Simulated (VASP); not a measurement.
# NaI (Fm-3m) in VASP: notebook

Aim: see how the results for NaI move with the level of theory and the settings. Levels: PBE, PBEsol. Tasks: density of states, vibrations by perturbation theory.

All numbers are computed with VASP 6.6.1; they aren't measurements. Logs are shortened: lines on timing, memory, paths and dates and some standing lists are left out, and cuts for length are marked.

### Step 1. The cell of the first run

The structure is cubic, space group Fm-3m (No. 225). The conventional cell has a = 6.529 Å, b = 6.529 Å, c = 6.529 Å, α = 90.00°, β = 90.00°, γ = 90.00°. Within 4.3 Å of Na (site symmetry m-3m) lie 6 I at 3.26 Å. Within 4.3 Å of I (site symmetry m-3m) lie 6 Na at 3.26 Å.

### Step 2. Density of states, PBE

Input file POSCAR:

```
NaI
1.0
    0.0000000000      3.2646422433      3.2646422433
    3.2646422433      0.0000000000      3.2646422433
    3.2646422433      3.2646422433      0.0000000000
Na I
1 1
Direct
    0.5000000000      0.5000000000      0.5000000000
    0.0000000000      0.0000000000      0.0000000000
```

Input file INCAR.step1:

```
PREC = Accurate
ENCUT = 520
EDIFF = 1E-7
ISMEAR = 0
SIGMA = 0.02
LREAL = F
LASPH = T
NELM = 60
ALGO = Normal
ISIF = 2
LWAVE = F
LCHARG = T
GGA = PE
NBANDS = 14
```

Input file KPOINTS.step1:

```
Automatic mesh
0
Gamma
  6 6 6
```

Input file INCAR.step2:

```
PREC = Accurate
ENCUT = 520
EDIFF = 1E-7
ISMEAR = -5
SIGMA = 0.02
LREAL = F
LASPH = T
NELM = 60
ALGO = Normal
ISIF = 2
LWAVE = F
LCHARG = F
GGA = PE
LORBIT = 10
NEDOS = 2001
ICHARG = 11
```

Input file KPOINTS.step2:

```
Automatic mesh
0
Gamma
  9 9 9
```

Potentials or basis: VASP PAW PBE potentials, release 64 (Na_pv, I).

On the command line:

```sh
$ cat potpaw_PBE.64/Na_pv/POTCAR potpaw_PBE.64/I/POTCAR > POTCAR
$ cp INCAR.step1 INCAR
$ cp KPOINTS.step1 KPOINTS
$ mpirun -np 1 vasp_std > vasp.out
$ cp INCAR.step2 INCAR
$ cp KPOINTS.step2 KPOINTS
$ mpirun -np 1 vasp_std > vasp.out
```

OUTCAR:

```text
PREC = Accurate
   ENCUT = 520
   EDIFF = 1E-7
   ISMEAR = -5
   LREAL = F
   LASPH = T
   NELM = 60
   ISIF = 2
   GGA = PE
   LORBIT = 10
   ICHARG = 11

 ion  position               nearest neighbor table
   1  0.500  0.500  0.500-
   2  0.000  0.000  0.000-

  LATTYP: Found a face centered cubic cell.
 ALAT       =     6.5292844866

  Lattice vectors:

 A1 = (   0.0000000000,   3.2646422433,   3.2646422433)
 A2 = (   3.2646422433,   0.0000000000,   3.2646422433)
 A3 = (   3.2646422433,   3.2646422433,   0.0000000000)

Analysis of symmetry for initial positions (statically):
=====================================================================
 Subroutine PRICEL returns:
 Original cell was already a primitive cell.

 Routine SETGRP: Setting up the symmetry group for a
 face centered cubic supercell.

 Subroutine GETGRP returns: Found 48 space group operations
[... 9 lines left out ...]

 Routine SETGRP: Setting up the symmetry group for a
 face centered cubic supercell.

 Subroutine GETGRP returns: Found 48 space group operations
[... 11 lines left out ...]
                                     Primitive cell

  volume of cell :      69.5884

  direct lattice vectors                    reciprocal lattice vectors
     0.000000000  3.264642243  3.264642243    -0.153156139  0.153156139  0.153156139
     3.264642243  0.000000000  3.264642243     0.153156139 -0.153156139  0.153156139
     3.264642243  3.264642243  0.000000000     0.153156139  0.153156139 -0.153156139

  length of vectors
     4.616901337  4.616901337  4.616901337     0.265274214  0.265274214  0.265274214

  position of ions in fractional coordinates (direct lattice)
     0.500000000  0.500000000  0.500000000
     0.000000000  0.000000000  0.000000000

  ion indices of the primitive-cell ions
   primitive index   ion index
                 1           1
                 2           2

----------------------------------------------------------------------------------------

 KPOINTS: Automatic mesh

Automatic generation of k-mesh.
 Grid dimensions read from file:
 generate k-points for:    9    9    9

 Generating k-lattice:

  Cartesian coordinates                     Fractional coordinates (reciprocal lattice)
    -0.017017349  0.017017349  0.017017349     0.111111111  0.000000000  0.000000000
     0.017017349 -0.017017349  0.017017349     0.000000000  0.111111111  0.000000000
     0.017017349  0.017017349 -0.017017349     0.000000000  0.000000000  0.111111111

  Length of vectors
     0.029474913  0.029474913  0.029474913

  Shift w.r.t. Gamma in fractional coordinates (k-lattice)
     0.000000000  0.000000000  0.000000000

 TETIRR: Found    115 inequivalent tetrahedra from     4374

 Subroutine IBZKPT returns following result:
 ===========================================

 Found     35 irreducible k-points:

 Following reciprocal coordinates:
            Coordinates               Weight
  0.000000  0.000000  0.000000      1.000000
  0.111111  0.000000  0.000000      8.000000
  0.222222  0.000000  0.000000      8.000000
  0.333333  0.000000  0.000000      8.000000
  0.444444  0.000000  0.000000      8.000000
  0.111111  0.111111  0.000000      6.000000
[... 16 lines left out ...]
 -0.333333  0.333333  0.000000     12.000000
  0.444444  0.444444  0.000000      6.000000
 [... further k-points ...]
   k-points           NKPTS =     35   k-points in BZ     NKDIM =     35   number of bands    NBANDS=     11
   number of dos      NEDOS =   2001   number of ions     NIONS =      2
   total plane-waves  NPLWV =  46656
   dimension x,y,z NGX =    36 NGY =   36 NGZ =   36
   dimension x,y,z NGXF=    72 NGYF=   72 NGZF=   72
   ions per type =               1   1
   NGX,Y,Z   is equivalent  to a cutoff of  12.96, 12.96, 12.96 a.u.
   NGXF,Y,Z  is equivalent  to a cutoff of  25.93, 25.93, 25.93 a.u.
 SYSTEM =  unknown system
   PREC   = accura    normal or accurate (medium, high low for compatibility)
   ISTART =      0    job   : 0-new  1-cont  2-samecut
   ICHARG =     11    charge: 1-file 2-atom 10-const
   ISPIN  =      1    spin polarized calculation?
   LNONCOLLINEAR =      F non collinear calculations
   LSORBIT =      F    spin-orbit coupling
   LASPH  =      T    aspherical Exc in radial PAW
   ENCUT  =  520.0 eV  38.22 Ry    6.18 a.u.   8.58  8.58  8.58*2*pi/ulx,y,z
   NELM   =     60;   NELMIN=  2; NELMDL=  0     # of ELM steps
   EDIFF  = 0.1E-06   stopping-criterion for ELM
   LREAL  =      F    real-space projection
   EDIFFG = 0.1E-05   stopping-criterion for IOM
   NSW    =      0    number of steps for IOM
   IBRION =     -1    ionic relax: 0-MD 1-quasi-New 2-CG
   NFREE  =      0    steps in history (QN), initial steepest desc. (CG)
   ISIF   =      2    stress and relaxation
   ISYM   =      2    0-nonsym 1-usesym 2-fastsym
   POTIM  = 0.5000    time-step for ionic-motion
   TEBEG  =    0.0;   TEEND  =   0.0 temperature during run
   PSTRESS=    0.0 pullay stress
   NELECT =      14.0000    total number of electrons
   NUPDOWN=      -1.0000    fix difference up-down
   EMIN   =  10.00;   EMAX   =-10.00  energy-range for DOS
   EFERMI =   0.00;   METHOD = LEGACY
   ISMEAR =    -5;   SIGMA  =   0.02  broadening in eV -4-tet -1-fermi 0-gaus
   EFERMI_NEDOS =   21; number of points for ismear=-14 and -15
   IALGO  =     38    algorithm
   IMIX   =      4    mixing-type and parameters
     AMIX     =   0.40;   BMIX     =  1.00
     AMIX_MAG =   1.60;   BMIX_MAG =  1.00
  volume/ion in A,a.u.               =      34.79       234.80
  Fermi-wavevector in a.u.,A,eV,Ry     =   0.959265  1.812748 12.519935  0.920189
  Thomas-Fermi vector in A             =   2.088446
   LORBIT       =     10    0 simple, 1 ext, 2 COOP (PROOUT), +10 PAW based schemes
   GGA     = PE    functional components
   LHFCALC =     F    Hartree Fock is set to
   AEXX    =    0.0000 exact exchange contribution
   IVDW    =     0    specifies the selected vdW correction
   LEPSILON=     F    determine dielectric tensor
   LRPA    =     F    only Hartree local field effects (RPA)
 non-spin polarized calculation
 Fermi weights with tetrahedron method with Bloechl corrections
  energy-cutoff  :      520.00
  volume of cell :       69.59
 maximum number of plane-waves:      1893

 number of electron      13.9999993 magnetization

 Free energy of the ion-electron system (eV)
  ---------------------------------------------------
  ext. energy  EPLUGINS =         0.00000000
  ---------------------------------------------------
  free energy    TOTEN  =        -5.38756406 eV

  energy without entropy =       -5.38756406  energy(sigma->0) =       -5.38756406

 E-fermi :   0.6361     XC(G=0):  -7.6000

 val. band max:        0.6288722397   @ k =   0.0000   0.0000   0.0000
 cond. band min:       4.2017945959   @ k =   0.0000   0.0000   0.0000
 fundamental gap:      3.5729223561
 Fermi energy:         0.6361278646

 k-point     1 :       0.0000    0.0000    0.0000
  band No.  band energies     occupation
      1     -21.8428      2.00000
      2     -21.8428      2.00000
      3     -21.8428      2.00000
      4     -10.3235      2.00000
      5       0.6289      2.00000
      6       0.6289      2.00000
      7       0.6289      2.00000
      8       4.2018      0.00000
      9       8.5569      0.00000
     10       8.5569      0.00000
     11       8.5569      0.00000

 k-point     2 :       0.1111    0.0000    0.0000
  band No.  band energies     occupation
      1     -21.8434      2.00000
      2     -21.8429      2.00000
      3     -21.8429      2.00000
      4     -10.2918      2.00000
      5       0.2690      2.00000
      6       0.5953      2.00000
      7       0.5953      2.00000
      8       4.6169      0.00000
      9       8.2438      0.00000
     10       8.6794      0.00000
     11       8.6794      0.00000

 k-point     3 :       0.2222    0.0000    0.0000
  band No.  band energies     occupation
      1     -21.8447      2.00000
      2     -21.8429      2.00000
      3     -21.8429      2.00000
      4     -10.2090      2.00000
      5      -0.4342      2.00000
      6       0.5135      2.00000
      7       0.5135      2.00000
      8       5.3521      0.00000
      9       8.0234      0.00000
     10       8.6525      0.00000
     11       8.6525      0.00000

 k-point     4 :       0.3333    0.0000    0.0000
  band No.  band energies     occupation
      1     -21.8463      2.00000
      2     -21.8431      2.00000
      3     -21.8430      2.00000
      4     -10.1104      2.00000
      5      -1.0597      2.00000
      6       0.4254      2.00000
      7       0.4254      2.00000
      8       5.6977      0.00000
      9       8.3044      0.00000
     10       8.3044      0.00000
     11       8.4985      0.00000

 k-point     5 :       0.4444    0.0000    0.0000
  band No.  band energies     occupation
      1     -21.8473      2.00000
      2     -21.8431      2.00000
      3     -21.8431      2.00000
      4     -10.0433      2.00000
      5      -1.4141      2.00000
      6       0.3705      2.00000
      7       0.3705      2.00000
      8       5.7186      0.00000
      9       8.0791      0.00000
     10       8.0791      0.00000
     11       9.0907      0.00000
[... 211 lines left out ...]
 k-point    21 :       0.4444    0.3333    0.0000
  band No.  band energies     occupation
      1     -21.8460      2.00000
      2     -21.8442      2.00000
      3     -21.8440      2.00000
      4     -10.0004      2.00000
      5      -1.0516      2.00000
      6      -0.1211      2.00000
      7       0.0172      2.00000
      8       5.5566      0.00000
      9       6.6023      0.00000
     10       9.0764      0.00000
     11      10.3543      0.00000

 k-point    22 :      -0.4444    0.3333    0.0000
  band No.  band energies     occupation
      1     -21.8460      2.00000
      2     -21.8449      2.00000
      3     -21.8439      2.00000
      4      -9.9692      2.00000
      5      -1.0235      2.00000
      6      -0.4818      2.00000
      7       0.0458      2.00000
      8       5.7679      0.00000
      9       7.1200      0.00000
     10       9.0817      0.00000
     11       9.8171      0.00000

 k-point    23 :      -0.3333    0.3333    0.0000
  band No.  band energies     occupation
      1     -21.8457      2.00000
      2     -21.8453      2.00000
      3     -21.8436      2.00000
      4      -9.9748      2.00000
      5      -0.8665      2.00000
      6      -0.7496      2.00000
      7       0.1518      2.00000
      8       6.1816      0.00000
      9       7.6608      0.00000
     10       8.7248      0.00000
     11       9.2697      0.00000

 k-point    24 :       0.4444    0.4444    0.0000
  band No.  band energies     occupation
      1     -21.8462      2.00000
      2     -21.8442      2.00000
      3     -21.8442      2.00000
      4      -9.9731      2.00000
      5      -1.1576      2.00000
      6      -0.0622      2.00000
      7      -0.0622      2.00000
      8       5.1717      0.00000
      9       6.2686      0.00000
     10      10.0558      0.00000
     11      11.5463      0.00000

 [... further k-points ...]
[... 5 lines left out ...]
  --------------------------------------------------------------------------------------
  -------------------------------------------------------------------------------------
  Total        0.0032382      0.0032382      0.0032382      0.0000000      0.0000000      0.0000000
  in kB        0.0745554      0.0745554      0.0745554      0.0000000      0.0000000      0.0000000
  external PRESSURE =       0.0745554 kB  Pullay stress =       0.0000000 kB

 VOLUME and BASIS-vectors are now :
 -----------------------------------------------------------------------------
  energy-cutoff  :      520.00
  volume of cell :       69.59
      direct lattice vectors                 reciprocal lattice vectors
     0.000000000  3.264642243  3.264642243    -0.153156139  0.153156139  0.153156139
     3.264642243  0.000000000  3.264642243     0.153156139 -0.153156139  0.153156139
     3.264642243  3.264642243  0.000000000     0.153156139  0.153156139 -0.153156139

 POSITION                                       TOTAL-FORCE (eV/Angst)
 -----------------------------------------------------------------------------------
      3.26464      3.26464      3.26464         0.000000      0.000000      0.000000
      0.00000      0.00000      0.00000        -0.000000     -0.000000     -0.000000
 -----------------------------------------------------------------------------------
    total drift:                                0.000000      0.000000      0.000000

  FREE ENERGIE OF THE ION-ELECTRON SYSTEM (eV)
  ---------------------------------------------------
  free  energy   TOTEN  =        -5.3875640604 eV

  energy  without entropy=       -5.3875640604  energy(sigma->0) =       -5.38756406

 total charge

# of ion       s       p       d       tot
------------------------------------------
    1        0.040   5.970   0.000   6.010
    2        1.494   2.849   0.002   4.345
--------------------------------------------------
tot          1.534   8.819   0.002  10.356
```

Run time: 53 s. Hardware: 1 thread of Intel Xeon Platinum 8259CL at 2.50GHz (Skylake/Cascade Lake), shared host; peak memory 0.21 GiB.

What came out:

- Valence electrons inside the program's atomic spheres: Na 6.01; I 4.34

Caveat: spin-orbit coupling is left out, which moves the levels of the heavy elements.

[end of part 1 of 2]
